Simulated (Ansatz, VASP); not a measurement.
## MgS in VASP and in Ansatz

The input POSCAR:

```
MgS
1.0
    0.0000000000      2.8308768389      2.8308768389
    2.8308768389      0.0000000000      2.8308768389
    2.8308768389      2.8308768389      0.0000000000
Mg S
1 1
Direct
    0.0000000000      0.0000000000      0.0000000000
    0.2500000000      0.2500000000      0.2500000000
```

File INCAR.step1:

```
ALGO = Normal ; EDIFF = 1E-5
ENCUT = 520 ; GGA = PE
ISIF = 2 ; ISMEAR = 0
LASPH = True ; LREAL = False
LWAVE = True ; NBANDS = 11
NELM = 100 ; PREC = Accurate
SIGMA = 0.01
```

File INCAR.step2:

```
AEXX = 0.5 ; ALGO = Normal
EDIFF = 1E-6 ; ENCUT = 520
ISIF = 2 ; ISMEAR = 0
ISTART = 1 ; LASPH = True
LCHARG = True ; LELF = True
LHFCALC = True ; LMIXTAU = True
LREAL = False ; LVHAR = True
LWAVE = False ; METAGGA = R2SCAN
NBANDS = 11 ; NELM = 100
PREC = Accurate ; PRECFOCK = Normal
SIGMA = 0.01
```

Contents of KPOINTS:

```
k-points
0
Gamma
  4 4 4
```

Input for Ansatz:

```yaml
crystal:
  lattice:
    - [0.0, 2.8308768389, 2.8308768389]
    - [2.8308768389, 0.0, 2.8308768389]
    - [2.8308768389, 2.8308768389, 0.0]
  atoms:
    - { symbol: Mg, position: [0.0, 0.0, 0.0] }
    - { symbol: S, position: [0.25, 0.25, 0.25] }
kpoints:
  mp_grid: { grid: [4, 4, 4] }
hamiltonian:
  xc: r2scan50
scf:
  occupations: { method: fixed }
  n_extra_bands: 4
output:
  forces: true
  stress: true
  eigenvalues: true
```

Alike in both runs: task single point; functional r2SCAN50; k mesh 4 × 4 × 4; no spin polarisation.

|  | VASP | Ansatz |
| --- | --- | --- |
| version | VASP 6.6.1 | Ansatz 0.2.0 |
| potentials or method | VASP PAW PBE potentials, release 64 (Mg, S) | plane waves |
| plane-wave cutoff (eV) | 520 | 500 |
| occupations | gaussian, width 0.01 eV | fixed |
| valence electrons in the cell | 8 | 16 |

|  | VASP | Ansatz | Ansatz less VASP |
| --- | --- | --- | --- |
| gap on the k mesh at the Fermi level (eV) | 7.15 | 7.12 | -0.033 |
| pressure (GPa) | -1.4 | -1.0 | +0.42 |

VASP's potentials were made for PBE, not for r2SCAN50. VASP's potentials hold 8 valence electrons a cell and Ansatz's 16, so a difference there can come from the potentials and not from the codes. Ansatz's warnings: stress exchange threshold loose, stress scf threshold loose.

The k mesh is coarse, so the values compare programs but aren't converged.
